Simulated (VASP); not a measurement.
Wanted: the native input for a VASP 6.6.1 run.

```yaml
Task: single point
Functional: LDA
Potentials_or_basis: VASP PAW LDA potentials, release 64 (Zn, S)
Cutoff: 500 eV
k_mesh: 6 × 6 × 6
Occupations: gaussian, width 0.01 eV
Spin: no spin polarisation
Dipole_correction: no
Further_INCAR_settings: ALGO = Normal; EDIFF = 1e-06; NBANDS = 16
```

The structure of ZnS lies in POSCAR:

```
ZnS
1.0
    0.0000000000      2.7020000000      2.7020000000
    2.7020000000      0.0000000000      2.7020000000
    2.7020000000      2.7020000000      0.0000000000
Zn S
1 1
Direct
    0.2500000000      0.2500000000      0.2500000000
    0.0000000000      0.0000000000      0.0000000000
```

The input as run:

INCAR

```
SYSTEM = ZnS
  ALGO = Normal
  EDIFF = 1E-6
  ENCUT = 500
  GGA_COMPAT = .False.
  ISIF = 2
  ISMEAR = 0
  LASPH = .True.
  LCHARG = .False.
  LREAL = .False.
  LWAVE = .False.
  NBANDS = 16
  NELM = 120
  PREC = Accurate
  SIGMA = 0.01
```

KPOINTS

```
k-points
0
Gamma
  6 6 6
  0 0 0
```

Potentials or basis: VASP PAW LDA potentials, release 64 (Zn, S).

Command:

```bash
$ cat potpaw_LDA.64/Zn/POTCAR potpaw_LDA.64/S/POTCAR > POTCAR
$ mpirun -np 1 vasp_std > vasp.out
```

Results of the run:

```yaml
Pressure: -4.3 GPa
Band_gap_on_the_k_mesh: 1.89 eV, direct
```

Run time: 15 s on 1 thread of Intel Xeon 8259CL (shared host), peak memory 0.14 GiB.
